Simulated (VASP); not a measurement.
# Si2W (I4/mmm) in VASP: a series of runs, part 2 of 2

VASP 6.6.1. The steps go on from the part before.

## 3. Single point, PBEsol (strain +0.025 along x and y, +0.025 along z)

INCAR reads:

```
PREC     = Accurate       # precision mode
ENCUT    = 520            # plane-wave cutoff, eV
EDIFF    = 1E-6           # SCF threshold, eV
ISMEAR   = 0              # smearing method
SIGMA    = 0.15           # smearing width, eV
LREAL    = F              # projectors in reciprocal space
LASPH    = T              # aspherical terms in the spheres
NELM     = 60             # most SCF steps
ALGO     = Normal         # electronic algorithm
ISIF     = 2              # what is computed and relaxed
LWAVE    = F              # write WAVECAR
LCHARG   = T              # write CHGCAR
GGA      = PS             # functional
LELF     = T              # ELF
LVHAR    = T            
NBANDS   = 18             # bands
```

KPOINTS reads:

```
Automatic mesh
0
Gamma
  20 20 20
```

POSCAR reads:

```
Si2W
1.0
   -1.6412810256      1.6412810256      4.0055629210
    1.6412810256     -1.6412810256      4.0055629210
    1.6412810256      1.6412810256     -4.0055629210
Si W
2 1
Direct
    0.3344989450      0.3344989450      0.0000000000
    0.6655010550      0.6655010550      0.0000000000
    0.0000000000      0.0000000000      0.0000000000
```

Potentials or basis: VASP PAW PBE potentials, release 64 (Si, W_sv).

Launch:

```bash
$ cat potpaw_PBE.64/Si/POTCAR potpaw_PBE.64/W_sv/POTCAR > POTCAR
$ mpirun -np 1 vasp_std > vasp.out
```

It took 13 min on 1 thread of Intel Xeon 8259CL, shared host; peak memory 0.58 GiB.

Results (log left out):

| Item | Value |
| --- | --- |
| Free energy | -26.4952 eV |
| Pressure | -14.6 GPa |
| Largest force | 0.178 eV/Å |
| Band gap on the k mesh | zero (bands 11 and 12 overlap by 1.21 eV) |

Forces in eV/Å, atoms in the order of the input:
```
Si   0.000  0.000  0.178
Si   0.000  0.000 -0.178
W    0.000  0.000  0.000
```

Stress tensor (GPa, compression positive):
```
-13.98   0.00   0.00
  0.00 -13.98   0.00
  0.00   0.00 -15.88
```

Levels at points of the mesh, in eV from the Fermi level:
| k point | band 8 | band 9 | band 10 | band 11 | band 12 | band 13 | band 14 | band 15 |
| --- | --- | --- | --- | --- | --- | --- | --- | --- |
| (0.00, 0.00, 0.00) | -3.03 | -2.64 | -2.64 | 0.59 | 2.40 | 2.95 | 2.95 | 3.14 |
| (0.50, 0.00, 0.00) | -4.62 | -2.57 | -2.55 | -0.35 | 2.44 | 2.71 | 3.77 | 3.90 |
| (0.50, 0.50, 0.00) | -5.47 | -4.74 | -2.99 | -1.69 | 2.56 | 2.68 | 2.82 | 3.65 |
| (0.50, 0.50, 0.50) | -2.41 | -0.80 | -0.80 | -0.45 | -0.45 | 0.74 | 4.16 | 4.23 |

Caveat: the cell differs from its parent crystal (strain +0.025 along x and y, +0.025 along z); the cell stands under tension; the PAW data sets were made with another functional, which shifts forces and pressure a little; spin-orbit coupling is left out, which moves the levels of the heavy elements.

## 4. Single point, PBEsol (strain +0.050 along x and y, +0.000 along z)

INCAR reads:

```
PREC = Accurate
ENCUT = 520
EDIFF = 1E-6
ISMEAR = 0
SIGMA = 0.15
LREAL = False
LASPH = True
NELM = 80
ALGO = Normal
ISIF = 2
LWAVE = False
LCHARG = False
GGA = PS
NBANDS = 18
```

KPOINTS reads:

```
regular mesh
0
Gamma
  20 20 20
```

POSCAR reads:

```
Si2W
1.0
   -1.6813122702      1.6813122702      3.9078662644
    1.6813122702     -1.6813122702      3.9078662644
    1.6813122702      1.6813122702     -3.9078662644
Si W
2 1
Direct
    0.3344989450      0.3344989450      0.0000000000
    0.6655010550      0.6655010550      0.0000000000
    0.0000000000      0.0000000000      0.0000000000
```

Potentials or basis: VASP PAW PBE potentials, release 64 (Si, W_sv).

Launch:

```bash
$ cat potpaw_PBE.64/Si/POTCAR potpaw_PBE.64/W_sv/POTCAR > POTCAR
$ mpirun -np 1 vasp_std > vasp.out
```

OUTCAR:

```text
PREC = Accurate
   ENCUT = 520
   EDIFF = 1E-6
   ISMEAR = 0
   LREAL = False
   LASPH = True
   NELM = 80
   ISIF = 2
   GGA = PS

 ion  position               nearest neighbor table
   1  0.334  0.334  0.000-   2 2.59   3 2.61   3 2.71   3 2.71   3 2.71   3 2.71   2 2.72   2 2.72
                             2 2.72   2 2.72
   2  0.666  0.666  0.000-   1 2.59   3 2.61   3 2.71   3 2.71   3 2.71   3 2.71   1 2.72   1 2.72
                             1 2.72   1 2.72
   3  0.000  0.000  0.000-   1 2.61   2 2.61   2 2.71   2 2.71   1 2.71   1 2.71   2 2.71   2 2.71
                             1 2.71   1 2.71

  LATTYP: Found a body centered tetragonal cell.
 ALAT       =     3.3626245404
 C/A-ratio  =     2.3242953339

  Lattice vectors:

 A1 = (  -1.6813122702,   1.6813122702,   3.9078662644)
 A2 = (   1.6813122702,  -1.6813122702,   3.9078662644)
 A3 = (   1.6813122702,   1.6813122702,  -3.9078662644)

Analysis of symmetry for initial positions (statically):
=====================================================================
 Subroutine PRICEL returns:
 Original cell was already a primitive cell.

 Routine SETGRP: Setting up the symmetry group for a
[... 171 lines left out ...]
 E-fermi :  10.5035     XC(G=0): -12.1835

 val. band max:       10.4965627312   @ k =  -0.4500   0.4500   0.3500
 cond. band min:      10.5162768452   @ k =  -0.4000  -0.4500   0.3500
 fundamental gap:      0.0197141140
 Fermi energy:        10.5034703120

 k-point     1 :       0.0000    0.0000    0.0000
  band No.  band energies     occupation
      1     -63.3969      2.00000
      2     -27.6258      2.00000
      3     -27.6258      2.00000
      4     -27.5500      2.00000
      5      -2.7201      2.00000
      6       4.4344      2.00000
[... 481 lines left out ...]
      5      -0.7733      2.00000
      6       3.0792      2.00000
[... 10 lines left out ...]
     17      17.3101      0.00000
     18      18.3380      0.00000

 [... further k-points ...]

------------------------ aborting loop because EDIFF is reached ----------------------------------------

  FORCE on cell =-STRESS in cart. coord.  units (eV):
  Direction    XX          YY          ZZ          XY          YZ          ZX
  --------------------------------------------------------------------------------------
  -------------------------------------------------------------------------------------
  Total       -6.0699653     -6.0699653     -2.0311199      0.0000000      0.0000000      0.0000000
  in kB     -220.0900143   -220.0900143    -73.6460884      0.0000000      0.0000000      0.0000000
  external PRESSURE =    -171.2753723 kB  Pullay stress =       0.0000000 kB

 VOLUME and BASIS-vectors are now :
 -----------------------------------------------------------------------------
  energy-cutoff  :      520.00
  volume of cell :       44.19
      direct lattice vectors                 reciprocal lattice vectors
    -1.681312270  1.681312270  3.907866264     0.000000000  0.297386755  0.127947060
     1.681312270 -1.681312270  3.907866264     0.297386755  0.000000000  0.127947060
     1.681312270  1.681312270 -3.907866264     0.297386755  0.297386755  0.000000000

 POSITION                                       TOTAL-FORCE (eV/Angst)
 -----------------------------------------------------------------------------------
      0.00000      0.00000      2.61435         0.000000      0.000000      0.169600
      0.00000      0.00000      5.20138        -0.000000     -0.000000     -0.169600
      0.00000      0.00000      0.00000         0.000000      0.000000     -0.000000
 -----------------------------------------------------------------------------------
    total drift:                                0.000000     -0.000000      0.000000

  FREE ENERGIE OF THE ION-ELECTRON SYSTEM (eV)
  ---------------------------------------------------
  free  energy   TOTEN  =       -26.3364797255 eV

  energy  without entropy=      -26.3334046289  energy(sigma->0) =      -26.33494218
```

It took 11 min on 1 thread of Intel Xeon 8259CL, shared host; peak memory 0.59 GiB.

What came out:

* Free energy: -26.3365 eV
* Pressure: -17.1 GPa
* Largest force: 0.170 eV/Å
* Band gap on the k mesh: zero (bands 11 and 12 overlap by 0.87 eV)

Forces in eV/Å, atoms in the order of the input:
```
Si   0.000  0.000  0.170
Si   0.000  0.000 -0.170
W    0.000  0.000  0.000
```

Caveat: the cell differs from its parent crystal (strain +0.050 along x and y, +0.000 along z); the cell stands under tension; the PAW data sets were made with another functional, which shifts forces and pressure a little; spin-orbit coupling is left out, which moves the levels of the heavy elements.

## 5. Overview

| cell | gap on the mesh (eV) | pressure (GPa) | largest force (eV/Å) |
| --- | --- | --- | --- |
| a = 4.491 Å, angles 136.0, 136.0, 63.9°, 3 atoms | none | -11.8 | 0.13 |
| a = 4.629 Å, angles 138.5, 138.5, 60.2°, 3 atoms | none | -14.6 | 0.18 |
| a = 4.574 Å, angles 136.9, 136.9, 62.6°, 3 atoms | none | -17.1 | 0.17 |

Alike in all rows: task single point; level PBEsol; potentials or basis VASP PAW PBE potentials, release 64 (Si, W_sv); no spin polarisation; k mesh 20 × 20 × 20; cutoff (eV) 520; smearing gaussian 0.15 eV.

Caveats: the cell stands under tension; the PAW data sets were made with another functional, which shifts forces and pressure a little; spin-orbit coupling is left out, which moves the levels of the heavy elements.

Total energies depend on the potentials used, so only differences within one code and one set of settings carry meaning.
